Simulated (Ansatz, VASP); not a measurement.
One calculation of InSe, two programs

```
CELL_PARAMETERS angstrom
4.08963 0.00000 0.00000
-2.04481 3.54172 0.00000
0.00000 0.00000 18.40301
ATOMIC_POSITIONS crystal
In 0.33333 0.66667 0.17323
In 0.66667 0.33333 0.67323
In 0.33333 0.66667 0.32677
In 0.66667 0.33333 0.82677
Se 0.33333 0.66667 0.60417
Se 0.66667 0.33333 0.10417
Se 0.33333 0.66667 0.89583
Se 0.66667 0.33333 0.39583
```

Alike in both runs: functional PBE; k mesh 12 × 12 × 2; occupations gaussian, width 0.02 eV; no spin polarisation.

Ansatz relaxed the structure, and its values are those at the end. VASP's run is a single point on that final structure, the one shown.

|  | VASP | Ansatz |
| --- | --- | --- |
| version | VASP 6.6.1 | Ansatz 0.2.0 |
| potentials or method | VASP PAW PBE potentials, release 64 (In_d, Se), cutoff 520 eV | scalar-relativistic, plane waves, PAW |
| valence electrons in the cell | 76 | 116 |

VASP gave:

```
gap on the k mesh at the Fermi level (eV) : 0.69
least direct gap on the mesh (eV)         : 0.69
pressure (GPa)                            : 0.0
rms of the force components (eV/Å)        : 0.009
```

Question: Estimate Ansatz's values.

Answer: gap on the k mesh at the Fermi level (eV): 0.70; least direct gap on the mesh (eV): 0.70; pressure (GPa): 0.0; rms of the force components (eV/Å): 0.001.

VASP's potentials hold 76 valence electrons a cell and Ansatz's 116, so a difference there can come from the potentials and not from the codes.
